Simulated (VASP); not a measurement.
# TiB2 (P6/mmm) in VASP: vibrations by perturbation theory with PBEsol

Aim: the vibrations by perturbation theory of TiB2 with PBEsol.

Everything below comes from runs of VASP 6.6.1. Logs are shortened: lines on timing, memory, paths and dates and some standing lists are left out, and cuts for length are marked.

## 1. The cell of the first run

The structure is hexagonal, space group P6/mmm (No. 191). Conventional cell: a = 3.018 Å, b = 3.018 Å, c = 3.185 Å, α = 90.00°, β = 90.00°, γ = 120.00°. Within 3.2 Å of Ti (site symmetry 6/mmm) lie 12 B at 2.36 Å and 8 Ti at 3.02 to 3.18 Å. B (site symmetry -6m2) has 3 B at 1.74 Å and 6 Ti at 2.36 Å within 2.4 Å.

## 2. Vibrations by perturbation theory, PBEsol

File INCAR:

```
  PREC = Accurate
  ENCUT = 520
  EDIFF = 1E-8
  ISMEAR = -1
  SIGMA = 0.15
  LREAL = F
  LASPH = T
  NELM = 80
  ALGO = Normal
  ISIF = 2
  LWAVE = F
  LCHARG = T
  GGA = PS
  NBANDS = 16
  IBRION = 8
  NSW = 1
```

File KPOINTS:

```
regular mesh
0
Gamma
  15 15 12
```

File POSCAR:

```
TiB2
1.0
    3.0178339188      0.0000000029      0.0000000000
   -1.5089169619      2.6135208366      0.0000000000
    0.0000000000      0.0000000000      3.1849890687
Ti B
1 2
Direct
    0.0000000000      0.0000000000      0.0000000000
    0.3333333333      0.6666666667      0.5000000000
    0.6666666667      0.3333333333      0.5000000000
```

Potentials or basis: VASP PAW PBE potentials, release 64 (Ti_sv, B).

Started as:

```
cat potpaw_PBE.64/Ti_sv/POTCAR potpaw_PBE.64/B/POTCAR > POTCAR
mpirun -np 1 vasp_std > vasp.out
```

OUTCAR:

```text
PREC = Accurate
   ENCUT = 520
   EDIFF = 1E-8
   ISMEAR = -1
   LREAL = F
   LASPH = T
   NELM = 80
   ISIF = 2
   GGA = PS
   IBRION = 8
   NSW = 1

 ion  position               nearest neighbor table
   1  0.000  0.000  0.000-   2 2.36   3 2.36   2 2.36   3 2.36   2 2.36   2 2.36   3 2.36   3 2.36
                             3 2.36   3 2.36   2 2.36   2 2.36
   2  0.333  0.667  0.500-   3 1.74   3 1.74   3 1.74   1 2.36   1 2.36   1 2.36   1 2.36   1 2.36
                             1 2.36
   3  0.667  0.333  0.500-   2 1.74   2 1.74   2 1.74   1 2.36   1 2.36   1 2.36   1 2.36   1 2.36
                             1 2.36

  LATTYP: Found a hexagonal cell.
 ALAT       =     3.0178339188
 C/A-ratio  =     1.0553891150

  Lattice vectors:

 A1 = (   3.0178339188,   0.0000000029,   0.0000000000)
 A2 = (  -1.5089169619,   2.6135208366,   0.0000000000)
 A3 = (   0.0000000000,   0.0000000000,   3.1849890687)

Analysis of symmetry for initial positions (statically):
=====================================================================
 Subroutine PRICEL returns:
 Original cell was already a primitive cell.

 Routine SETGRP: Setting up the symmetry group for a
 hexagonal supercell.

 Subroutine GETGRP returns: Found 24 space group operations
 (whereof 24 operations were pure point group operations)
 out of a pool of 24 trial point group operations.

The static configuration has the point symmetry D_6h.

Analysis of symmetry for dynamics (positions and initial velocities):
=====================================================================
 Subroutine PRICEL returns:
 Original cell was already a primitive cell.

 Routine SETGRP: Setting up the symmetry group for a
 hexagonal supercell.

 Subroutine GETGRP returns: Found 24 space group operations
 (whereof 24 operations were pure point group operations)
 out of a pool of 24 trial point group operations.

The dynamic configuration has the point symmetry D_6h.

 Subroutine INISYM returns: Found 24 space group operations
 (whereof 24 operations are pure point group operations),
 and found     1 'primitive' translations

----------------------------------------------------------------------------------------

                                     Primitive cell

  volume of cell :      25.1206

  direct lattice vectors                    reciprocal lattice vectors
     3.017833919  0.000000003  0.000000000     0.331363497  0.191312804  0.000000000
    -1.508916962  2.613520837  0.000000000    -0.000000000  0.382625608  0.000000000
     0.000000000  0.000000000  3.184989069     0.000000000  0.000000000  0.313972820

  length of vectors
     3.017833919  3.017833919  3.184989069     0.382625608  0.382625608  0.313972820

  position of ions in fractional coordinates (direct lattice)
     0.000000000  0.000000000  0.000000000
     0.333333333  0.666666667  0.500000000
     0.666666667  0.333333333  0.500000000

  ion indices of the primitive-cell ions
   primitive index   ion index
                 1           1
                 2           2
                 3           3

----------------------------------------------------------------------------------------

 KPOINTS: regular mesh

Automatic generation of k-mesh.
 Grid dimensions read from file:
 generate k-points for:   15   15   12

[... 99 lines left out ...]
   NGX = 11   NGY = 11   NGZ = 11

--------------------------------------- Ionic step        1  -------------------------------------------

 number of electron      17.9999998 magnetization

 Free energy of the ion-electron system (eV)
  ---------------------------------------------------
  ext. energy  EPLUGINS =         0.00000000
  ---------------------------------------------------
  free energy    TOTEN  =       -25.80600877 eV

  energy without entropy =      -25.77616277  energy(sigma->0) =      -25.79108577

 E-fermi :  10.1254     XC(G=0): -12.9757

 val. band max:       10.1133423874   @ k =   0.2000   0.2000   0.0833
 cond. band min:      10.1533903010   @ k =   0.0667   0.0667   0.3333
 fundamental gap:      0.0400479136
 Fermi energy:        10.1253828065

 k-point     1 :       0.0000    0.0000    0.0000
  band No.  band energies     occupation
      1     -46.4917      2.00000
      2     -22.9492      2.00000
      3     -22.6299      2.00000
      4     -22.6299      2.00000
      5      -3.4318      2.00000
      6       7.4366      2.00000
[... 433 lines left out ...]
      3     -22.8690      2.00000
      4     -22.8261      2.00000
      5       1.2274      2.00000
      6       1.2672      2.00000
[... 8 lines left out ...]
     15      19.1194      0.00000
     16      20.2997      0.00000

 [... further k-points ...]

------------------------ aborting loop because EDIFF is reached ----------------------------------------

  FORCE on cell =-STRESS in cart. coord.  units (eV):
  Direction    XX          YY          ZZ          XY          YZ          ZX
  --------------------------------------------------------------------------------------
  -------------------------------------------------------------------------------------
  Total        0.0677345      0.0677345      0.0482070      0.0000000      0.0000000     -0.0000000
  in kB        4.3200733      4.3200733      3.0746204      0.0000000      0.0000000     -0.0000000
  external PRESSURE =       3.9049224 kB  Pullay stress =       0.0000000 kB

 VOLUME and BASIS-vectors are now :
 -----------------------------------------------------------------------------
  energy-cutoff  :      520.00
  volume of cell :       25.12
      direct lattice vectors                 reciprocal lattice vectors
     3.017833919  0.000000003  0.000000000     0.331363497  0.191312804  0.000000000
    -1.508916962  2.613520837  0.000000000    -0.000000000  0.382625608  0.000000000
     0.000000000  0.000000000  3.184989069     0.000000000  0.000000000  0.313972820

 POSITION                                       TOTAL-FORCE (eV/Angst)
 -----------------------------------------------------------------------------------
      0.00000      0.00000      0.00000        -0.000000     -0.000000      0.000000
     -0.00000      1.74235      1.59249        -0.000000      0.000000      0.000000
      1.50892      0.87117      1.59249         0.000000     -0.000000      0.000000
 -----------------------------------------------------------------------------------
    total drift:                               -0.000000      0.000000      0.000000

  FREE ENERGIE OF THE ION-ELECTRON SYSTEM (eV)
  ---------------------------------------------------
  free  energy   TOTEN  =       -25.8060087744 eV

  energy  without entropy=      -25.7761627685  energy(sigma->0) =      -25.79108577

[... ionic steps 2 to 3 ...]

--------------------------------------- Ionic step        4  -------------------------------------------

------------------------ aborting loop because EDIFF is reached ----------------------------------------
[... 11 lines left out ...]
[... ionic steps 8 to 8 ...]

--------------------------------------- Ionic step        9  -------------------------------------------

 Free energy of the ion-electron system (eV)
  ---------------------------------------------------
  ---------------------------------------------------
  free energy    TOTEN  =        -0.04477142 eV

  energy without entropy =       -0.04477142

------------------------ aborting loop because EDIFF is reached ----------------------------------------

 INTERNAL STRAIN TENSOR  FOR ION    2  DIRECTION 3   (eV/Angst):
 -----------------------------------------------------------------------------
    -0.00079  0.00000  0.00000
    -0.00000 -0.00079 -0.00000
     0.00000  0.00000 -0.00247

 INTERNAL STRAIN TENSOR FOR ION    3 for displacements in x,y,z  (eV/Angst):
          X           Y           Z          XY          YZ          ZX
  --------------------------------------------------------------------------------
  x    -0.00000     0.00000     0.00000     3.72013     0.00000     0.00000
  y     3.72013    -3.72013    -0.00000     0.00000     0.00000     0.00000
  z     0.00000     0.00000     0.00000     0.00000     0.00000     0.00000

 SECOND DERIVATIVES (NOT SYMMETRIZED)
 ------------------------------------
               1X          1Y          1Z          2X          2Y          2Z          3X          3Y          3Z
  1X   -15.159138   -0.000000    0.000000    7.579569    0.000000    0.000000    7.579569    0.000000    0.000000
  1Y    -0.000000  -15.159138    0.000000    0.000000    7.579569    0.000000    0.000000    7.579569    0.000000
  1Z    -0.000000   -0.000000  -15.290459    0.000000    0.000000    7.645230    0.000000    0.000000    7.645230
  2X     7.563322    0.000000    0.000000  -20.221382   -0.000000    0.000000   12.658060    0.000000    0.000000
  2Y     0.000000    7.563322    0.000000   -0.000000  -20.221382    0.000000    0.000000   12.658060    0.000000
  2Z     0.000000    0.000000    7.652569    0.000000   -0.000000  -10.128962    0.000000    0.000000    2.476393
  3X     7.563322    0.000000    0.000000   12.658060    0.000000    0.000000  -20.221382   -0.000000    0.000000
  3Y     0.000000    7.563322    0.000000    0.000000   12.658060    0.000000   -0.000000  -20.221382    0.000000
  3Z     0.000000    0.000000    7.652569    0.000000    0.000000    2.476393    0.000000   -0.000000  -10.128962

 Eigenvectors and eigenvalues of the dynamical matrix
 ----------------------------------------------------

   1 f  =   27.263400 THz   171.300993 2PiTHz  909.409131 cm-1   112.752311 meV
             X         Y         Z           dx          dy          dz
      0.000000  0.000000  0.000000     0.000000   -0.000000   -0.000000
     -0.000000  1.742347  1.592495     0.697314    0.117272    0.000000
      1.508917  0.871174  1.592495    -0.697314   -0.117272    0.000000
[... 43 lines left out ...]
   9 f/i=    0.007831 THz     0.049202 2PiTHz    0.261205 cm-1     0.032385 meV
             X         Y         Z           dx          dy          dz
      0.000000  0.000000  0.000000    -0.008762   -0.829677    0.000000
     -0.000000  1.742347  1.592495    -0.004168   -0.394667    0.000000
      1.508917  0.871174  1.592495    -0.004168   -0.394667    0.000000

--------------------------------------------------------------------------------------------------------

 ELASTIC MODULI CONTR FROM IONIC RELAXATION (kBar)
 Direction    XX          YY          ZZ          XY          YZ          ZX
 --------------------------------------------------------------------------------
 XX         -53.6913     53.6913      0.0000     -0.0000      0.0000     -0.0000
 YY          53.6913    -53.6913     -0.0000     -0.0000      0.0000      0.0000
 ZZ           0.0000     -0.0000     -0.0000     -0.0000      0.0000      0.0000
 XY          -0.0000     -0.0000     -0.0000    -53.6913      0.0000     -0.0000
 YZ           0.0000      0.0000      0.0000      0.0000      0.0000      0.0000
 ZX          -0.0000      0.0000      0.0000     -0.0000      0.0000     -0.0000
 --------------------------------------------------------------------------------
```

Wall time 17 min (1 thread of Intel Xeon 8259CL, shared host); peak memory 0.83 GiB.

Results:

* Highest phonon frequency at Γ: 909 cm⁻¹

Phonon frequencies in cm⁻¹ (negative: imaginary):
| q point | frequencies |
| --- | --- |
| (0.000, 0.000, 0.000) | 0 0 0 526 526 529 563 909 909 |

Caveat: the PAW data sets were made with another functional, which shifts forces and pressure a little.
